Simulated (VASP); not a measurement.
# Hf2SnS2 (I4/mmm) in VASP: single point with PBE

Aim: the single point of Hf2SnS2 with PBE.

All numbers are computed with VASP 6.6.1; they aren't measurements. Logs are shortened: lines on timing, memory, paths and dates and some standing lists are left out, and cuts for length are marked.

### 1 The cell of the first run

It takes space group I4/mmm (No. 139, tetragonal). Conventional cell: a = 4.671 Å, b = 4.671 Å, c = 9.699 Å, α = 90.00°, β = 90.00°, γ = 90.00°. Within 3.3 Å of Hf (site symmetry -4m2) lie 4 S at 2.53 Å. Within 4.4 Å of Sn (site symmetry 4/mmm) lie 8 Hf at 3.37 Å and 10 S at 3.39 to 3.61 Å. Within 3.3 Å of S (site symmetry 4mm) lie 4 Hf at 2.53 Å and 1 S at 2.93 Å.

### 2 Single point, PBE

INCAR reads:

```
SYSTEM = Hf2SnS2
  PREC = Accurate
  ENCUT = 520
  EDIFF = 1E-6
  ISMEAR = 0
  SIGMA = 0.1
  LREAL = .False.
  LASPH = .True.
  NELM = 100
  ALGO = Normal
  ISIF = 2
  LWAVE = .False.
  LCHARG = .False.
  GGA = PE
  NBANDS = 31
```

KPOINTS reads:

```
regular mesh
0
Gamma
  12 12 12
  0 0 0
```

POSCAR reads:

```
Hf2SnS2
1.0
   -2.3357153317      2.3357153317      4.8492809801
    2.3357153317     -2.3357153317      4.8492809801
    2.3357153317      2.3357153317     -4.8492809801
Hf Sn S
2 1 2
Direct
    0.7500000000      0.2500000000      0.5000000000
    0.2500000000      0.7500000000      0.5000000000
    0.0000000000      0.0000000000      0.0000000000
    0.3490526028      0.3490526028      0.0000000000
    0.6509473972      0.6509473972      0.0000000000
```

Potentials or basis: VASP PAW PBE potentials, release 64 (Hf_pv, Sn_d, S).

The run is started by

```bash
$ cat potpaw_PBE.64/Hf_pv/POTCAR potpaw_PBE.64/Sn_d/POTCAR potpaw_PBE.64/S/POTCAR > POTCAR
$ mpirun -np 1 vasp_std > vasp.out
```

OUTCAR:

```text
SYSTEM = Hf2SnS2
   PREC = Accurate
   ENCUT = 520
   EDIFF = 1E-6
   ISMEAR = 0
   LREAL = .False.
   LASPH = .True.
   NELM = 100
   ISIF = 2
   GGA = PE

 ion  position               nearest neighbor table
   1  0.750  0.250  0.500-   4 2.53   5 2.53   4 2.53   5 2.53   2 3.30   2 3.30   2 3.30   2 3.30
                             3 3.37   3 3.37   3 3.37   3 3.37
   2  0.250  0.750  0.500-   4 2.53   5 2.53   4 2.53   5 2.53   1 3.30   1 3.30   1 3.30   1 3.30
                             3 3.37   3 3.37   3 3.37   3 3.37
   3  0.000  0.000  0.000-   1 3.37   2 3.37   1 3.37   2 3.37   1 3.37   2 3.37   1 3.37   2 3.37

   4  0.349  0.349  0.000-   1 2.53   2 2.53   2 2.53   1 2.53
   5  0.651  0.651  0.000-   2 2.53   1 2.53   1 2.53   2 2.53

  LATTYP: Found a body centered tetragonal cell.
 ALAT       =     4.6714306634
 C/A-ratio  =     2.0761438324

  Lattice vectors:

 A1 = (  -2.3357153317,   2.3357153317,   4.8492809801)
 A2 = (   2.3357153317,  -2.3357153317,   4.8492809801)
 A3 = (   2.3357153317,   2.3357153317,  -4.8492809801)

Analysis of symmetry for initial positions (statically):
=====================================================================
 Subroutine PRICEL returns:
 Original cell was already a primitive cell.

 Routine SETGRP: Setting up the symmetry group for a
 body centered tetragonal supercell.

 Subroutine GETGRP returns: Found 16 space group operations
 (whereof 16 operations were pure point group operations)
 out of a pool of 16 trial point group operations.

The static configuration has the point symmetry D_4h.

Analysis of symmetry for dynamics (positions and initial velocities):
=====================================================================
 Subroutine PRICEL returns:
 Original cell was already a primitive cell.

 Routine SETGRP: Setting up the symmetry group for a
 body centered tetragonal supercell.

 Subroutine GETGRP returns: Found 16 space group operations
 (whereof 16 operations were pure point group operations)
 out of a pool of 16 trial point group operations.

The dynamic configuration has the point symmetry D_4h.

 Subroutine INISYM returns: Found 16 space group operations
 (whereof 16 operations are pure point group operations),
 and found     1 'primitive' translations

----------------------------------------------------------------------------------------

                                     Primitive cell

  volume of cell :     105.8223

  direct lattice vectors                    reciprocal lattice vectors
    -2.335715332  2.335715332  4.849280980     0.000000000  0.214067182  0.103108069
     2.335715332 -2.335715332  4.849280980     0.214067182  0.000000000  0.103108069
     2.335715332  2.335715332 -4.849280980     0.214067182  0.214067182  0.000000000

  length of vectors
     5.867423476  5.867423476  5.867423476     0.237604782  0.237604782  0.302736713

  position of ions in fractional coordinates (direct lattice)
     0.750000000  0.250000000  0.500000000
     0.250000000  0.750000000  0.500000000
     0.000000000  0.000000000  0.000000000
     0.349052603  0.349052603  0.000000000
     0.650947397  0.650947397  0.000000000

  ion indices of the primitive-cell ions
   primitive index   ion index
                 1           1
                 2           2
                 3           3
                 4           4
                 5           5

----------------------------------------------------------------------------------------

 KPOINTS: regular mesh

Automatic generation of k-mesh.
 Grid dimensions read from file:
 generate k-points for:   12   12   12

 Generating k-lattice:

  Cartesian coordinates                     Fractional coordinates (reciprocal lattice)
     0.000000000  0.017838932  0.008592339     0.083333333  0.000000000  0.000000000
     0.017838932  0.000000000  0.008592339     0.000000000  0.083333333  0.000000000
     0.017838932  0.017838932  0.000000000     0.000000000  0.000000000  0.083333333

  Length of vectors
     0.019800399  0.019800399  0.025228059

  Shift w.r.t. Gamma in fractional coordinates (k-lattice)
     0.000000000  0.000000000  0.000000000

 Subroutine IBZKPT returns following result:
 ===========================================

 Found    163 irreducible k-points:

 Following reciprocal coordinates:
            Coordinates               Weight
  0.000000  0.000000  0.000000      1.000000
  0.083333  0.000000 -0.000000      8.000000
  0.166667  0.000000 -0.000000      8.000000
  0.250000  0.000000 -0.000000      8.000000
  0.333333 -0.000000  0.000000      8.000000
  0.416667  0.000000 -0.000000      8.000000
[... 16 lines left out ...]
  0.500000  0.166667  0.000000     16.000000
 -0.416667  0.166667  0.000000     16.000000
 [... further k-points ...]
   k-points           NKPTS =    163   k-points in BZ     NKDIM =    163   number of bands    NBANDS=     31
   number of dos      NEDOS =    301   number of ions     NIONS =      5
   total plane-waves  NPLWV = 110592
   dimension x,y,z NGX =    48 NGY =   48 NGZ =   48
   dimension x,y,z NGXF=    96 NGYF=   96 NGZF=   96
   ions per type =               2   1   2
   NGX,Y,Z   is equivalent  to a cutoff of  13.60, 13.60, 13.60 a.u.
   NGXF,Y,Z  is equivalent  to a cutoff of  27.20, 27.20, 27.20 a.u.
 SYSTEM =  Hf2SnS2
   PREC   = accura    normal or accurate (medium, high low for compatibility)
   ISTART =      0    job   : 0-new  1-cont  2-samecut
   ICHARG =      2    charge: 1-file 2-atom 10-const
   ISPIN  =      1    spin polarized calculation?
   LNONCOLLINEAR =      F non collinear calculations
   LSORBIT =      F    spin-orbit coupling
   LASPH  =      T    aspherical Exc in radial PAW
   ENCUT  =  520.0 eV  38.22 Ry    6.18 a.u.  10.91 10.91 10.91*2*pi/ulx,y,z
   NELM   =    100;   NELMIN=  2; NELMDL= -5     # of ELM steps
   EDIFF  = 0.1E-05   stopping-criterion for ELM
   LREAL  =      F    real-space projection
   EDIFFG = 0.1E-04   stopping-criterion for IOM
   NSW    =      0    number of steps for IOM
   IBRION =     -1    ionic relax: 0-MD 1-quasi-New 2-CG
   NFREE  =      0    steps in history (QN), initial steepest desc. (CG)
   ISIF   =      2    stress and relaxation
   ISYM   =      2    0-nonsym 1-usesym 2-fastsym
   POTIM  = 0.5000    time-step for ionic-motion
   TEBEG  =    0.0;   TEEND  =   0.0 temperature during run
   PSTRESS=    0.0 pullay stress
   NELECT =      46.0000    total number of electrons
   NUPDOWN=      -1.0000    fix difference up-down
   EMIN   =  10.00;   EMAX   =-10.00  energy-range for DOS
   EFERMI =   0.00;   METHOD = LEGACY
   ISMEAR =     0;   SIGMA  =   0.10  broadening in eV -4-tet -1-fermi 0-gaus
   EFERMI_NEDOS =   21; number of points for ismear=-14 and -15
   IALGO  =     38    algorithm
   IMIX   =      4    mixing-type and parameters
     AMIX     =   0.40;   BMIX     =  1.00
     AMIX_MAG =   1.60;   BMIX_MAG =  1.00
  volume/ion in A,a.u.               =      21.16       142.82
  Fermi-wavevector in a.u.,A,eV,Ry     =   1.240133  2.343512 20.924818  1.537931
  Thomas-Fermi vector in A             =   2.374587
   LORBIT       =      0    0 simple, 1 ext, 2 COOP (PROOUT), +10 PAW based schemes
   GGA     = PE    functional components
   LHFCALC =     F    Hartree Fock is set to
   AEXX    =    0.0000 exact exchange contribution
   IVDW    =     0    specifies the selected vdW correction
   LEPSILON=     F    determine dielectric tensor
   LRPA    =     F    only Hartree local field effects (RPA)
 non-spin polarized calculation
 Gauss-broadening in eV      SIGMA  =   0.10
  energy-cutoff  :      520.00
  volume of cell :      105.82
 maximum number of plane-waves:      2890
 NGX is ok and might be reduce to    48
   NGX = 21   NGY = 21   NGZ = 21

 number of electron      45.9999998 magnetization

 Free energy of the ion-electron system (eV)
  ---------------------------------------------------
  ext. energy  EPLUGINS =         0.00000000
  ---------------------------------------------------
  free energy    TOTEN  =       -36.11943417 eV

  energy without entropy =      -36.11142189  energy(sigma->0) =      -36.11542803

 E-fermi :   6.6313     XC(G=0): -10.7161

 val. band max:        6.6225817849   @ k =  -0.2500  -0.3333   0.2500
 cond. band min:       6.6400974450   @ k =  -0.3333  -0.3333   0.3333
 fundamental gap:      0.0175156601
 Fermi energy:         6.6313105310

 k-point     1 :       0.0000    0.0000    0.0000
  band No.  band energies     occupation
      1     -24.9327      2.00000
      2     -24.9327      2.00000
      3     -24.8842      2.00000
      4     -24.8127      2.00000
      5     -24.6575      2.00000
      6     -24.6575      2.00000
[... 23 lines left out ...]
     30      10.1438      0.00000
     31      11.2956      0.00000

 k-point     2 :       0.0833    0.0000   -0.0000
  band No.  band energies     occupation
      1     -24.9295      2.00000
      2     -24.9281      2.00000
      3     -24.8827      2.00000
      4     -24.8139      2.00000
      5     -24.6635      2.00000
      6     -24.6622      2.00000
[... 23 lines left out ...]
     30      10.1877      0.00000
     31      11.4123      0.00000

 k-point     3 :       0.1667    0.0000   -0.0000
  band No.  band energies     occupation
      1     -24.9199      2.00000
      2     -24.9146      2.00000
      3     -24.8783      2.00000
      4     -24.8173      2.00000
      5     -24.6811      2.00000
      6     -24.6762      2.00000
[... 23 lines left out ...]
     30      10.4113      0.00000
     31      11.3424      0.00000

 k-point     4 :       0.2500    0.0000   -0.0000
  band No.  band energies     occupation
      1     -24.9041      2.00000
      2     -24.8931      2.00000
      3     -24.8712      2.00000
      4     -24.8227      2.00000
      5     -24.7080      2.00000
      6     -24.6985      2.00000
[... 635 lines left out ...]
     30      10.0105      0.00000
     31      10.6946      0.00000

 k-point    23 :       0.5000    0.1667    0.0000
  band No.  band energies     occupation
      1     -24.9032      2.00000
      2     -24.9028      2.00000
      3     -24.8470      2.00000
      4     -24.8455      2.00000
      5     -24.7119      2.00000
      6     -24.7118      2.00000
[... 23 lines left out ...]
     30       9.9265      0.00000
     31      10.4498      0.00000

 k-point    24 :      -0.4167    0.1667    0.0000
  band No.  band energies     occupation
      1     -24.9292      2.00000
      2     -24.8692      2.00000
      3     -24.8536      2.00000
      4     -24.8388      2.00000
      5     -24.7457      2.00000
      6     -24.6832      2.00000
[... 23 lines left out ...]
     30      10.2484      0.00000
     31      10.8331      0.00000

 [... further k-points ...]

------------------------ aborting loop because EDIFF is reached ----------------------------------------

  FORCE on cell =-STRESS in cart. coord.  units (eV):
  Direction    XX          YY          ZZ          XY          YZ          ZX
  --------------------------------------------------------------------------------------
  -------------------------------------------------------------------------------------
  Total       -0.3668666     -0.3668666     -0.1481176      0.0000000      0.0000000      0.0000000
  in kB       -5.5544571     -5.5544571     -2.2425392      0.0000000      0.0000000      0.0000000
  external PRESSURE =      -4.4504845 kB  Pullay stress =       0.0000000 kB

 VOLUME and BASIS-vectors are now :
 -----------------------------------------------------------------------------
  energy-cutoff  :      520.00
  volume of cell :      105.82
      direct lattice vectors                 reciprocal lattice vectors
    -2.335715332  2.335715332  4.849280980     0.000000000  0.214067182  0.103108069
     2.335715332 -2.335715332  4.849280980     0.214067182  0.000000000  0.103108069
     2.335715332  2.335715332 -4.849280980     0.214067182  0.214067182  0.000000000

 POSITION                                       TOTAL-FORCE (eV/Angst)
 -----------------------------------------------------------------------------------
     -0.00000      2.33572      2.42464         0.000000      0.000000     -0.000000
      2.33572     -0.00000      2.42464         0.000000      0.000000     -0.000000
      0.00000      0.00000      0.00000         0.000000      0.000000     -0.000000
      0.00000      0.00000      3.38531         0.000000      0.000000     -0.046027
      0.00000      0.00000      6.31325        -0.000000     -0.000000      0.046027
 -----------------------------------------------------------------------------------
    total drift:                                0.000000     -0.000000      0.000000

  FREE ENERGIE OF THE ION-ELECTRON SYSTEM (eV)
  ---------------------------------------------------
  free  energy   TOTEN  =       -36.1194341714 eV

  energy  without entropy=      -36.1114218923  energy(sigma->0) =      -36.11542803
```

Run time: 7.9 min. Hardware: 1 thread of Intel Xeon Platinum 8375C at 2.90GHz (Ice Lake), shared host; peak memory 0.69 GiB.

What came out:

```yaml
Free_energy: -36.1194 eV
Pressure: -0.4 GPa
Largest_force: 0.046 eV/Å
Band_gap_on_the_k_mesh: zero (band 23 reaches 7.56 eV, above the bottom of band 24 at 6.01 eV)
```

Forces on the atoms (eV/Å):
```
Hf   0.000  0.000  0.000
Hf   0.000  0.000  0.000
Sn   0.000  0.000  0.000
S    0.000  0.000 -0.046
S    0.000  0.000  0.046
```

Stress tensor (GPa, compression positive):
```
-0.56  0.00  0.00
 0.00 -0.56  0.00
 0.00  0.00 -0.22
```

Caveat: spin-orbit coupling is left out, which moves the levels of the heavy elements.
